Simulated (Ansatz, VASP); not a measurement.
## One calculation of Os4C, two programs

```xyz
10
Lattice="0.0000 4.0833 4.0833 4.0833 0.0000 4.0833 4.0833 4.0833 0.0000" Properties=species:S:1:pos:R:3 pbc="T T T"
Os    3.1674    3.1674    3.1674
Os    4.9992    4.9992    3.1674
Os    4.9992    3.1674    4.9992
Os    5.2090    5.2090    7.0409
Os    7.0409    7.0409    7.0409
Os    3.1674    4.9992    4.9992
Os    5.2090    7.0409    5.2090
Os    7.0409    5.2090    5.2090
C     0.0000    0.0000    0.0000
C     2.0416    2.0416    2.0416
```

Change from the starting cell: species swapped into the Ba4Rh type (Fd-3m, No. 227).

Alike in both runs: functional PBE; k mesh 4 × 4 × 4; occupations gaussian, width 0.1 eV; no spin polarisation.

Ansatz relaxed the structure, and its values are those at the end. VASP's run is a single point on that final structure, the one shown.

```csv
,VASP,Ansatz
version,VASP 6.6.1,Ansatz 0.2.0
potentials or method,"VASP PAW PBE potentials, release 64 (Os_sv_GW, C), cutoff 600 eV","scalar-relativistic, plane waves, PAW"
valence electrons in the cell,136,136
```

```csv
,VASP,Ansatz,Ansatz less VASP
gap on the k mesh at the Fermi level (eV),none,none,-
pressure (GPa),-0.5,0.0,+0.51
```

A gap of «none» marks a metal or a gap that the smearing closes. With one functional, cell and mesh, what is left measures potentials, basis and numerics.

Neither program's run includes spin-orbit coupling.
